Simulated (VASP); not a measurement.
A run of VASP 6.6.1 is set up as follows.

Contents of INCAR:

```
PREC     = Accurate       # precision mode
ENCUT    = 520            # plane-wave cutoff, eV
EDIFF    = 1E-6           # SCF threshold, eV
ISMEAR   = 0              # smearing method
SIGMA    = 0.05           # smearing width, eV
LREAL    = F              # projectors in reciprocal space
LASPH    = T              # aspherical terms in the spheres
NELM     = 80             # most SCF steps
ALGO     = Normal         # electronic algorithm
ISIF     = 2              # what is computed and relaxed
LWAVE    = F              # write WAVECAR
LCHARG   = T              # write CHGCAR
GGA      = PE             # functional
LELF     = T              # ELF
LVHAR    = T            
NBANDS   = 16             # bands
```

File KPOINTS:

```
regular mesh
0
Gamma
  10 10 10
```

POSCAR

```
GaP
1.0
    0.0000000000      2.7029333913      2.8511955605
    2.8511955605      0.0000000000      2.8511955605
    2.8511955605      2.7029333913      0.0000000000
Ga P
1 1
Direct
    0.0000000000      0.0000000000      0.0000000000
    0.7500000000      0.7500000000      0.7500000000
```

Potentials or basis: VASP PAW PBE potentials, release 64 (Ga_d, P).

Run with:

```bash
$ cat potpaw_PBE.64/Ga_d/POTCAR potpaw_PBE.64/P/POTCAR > POTCAR
$ mpirun -np 1 vasp_std > vasp.out
```

(1) Predict the band gap on the k mesh.

(2) Predict the pressure.

## Answers

(1) 0.97 eV, direct.

(2) -3.6 GPa.
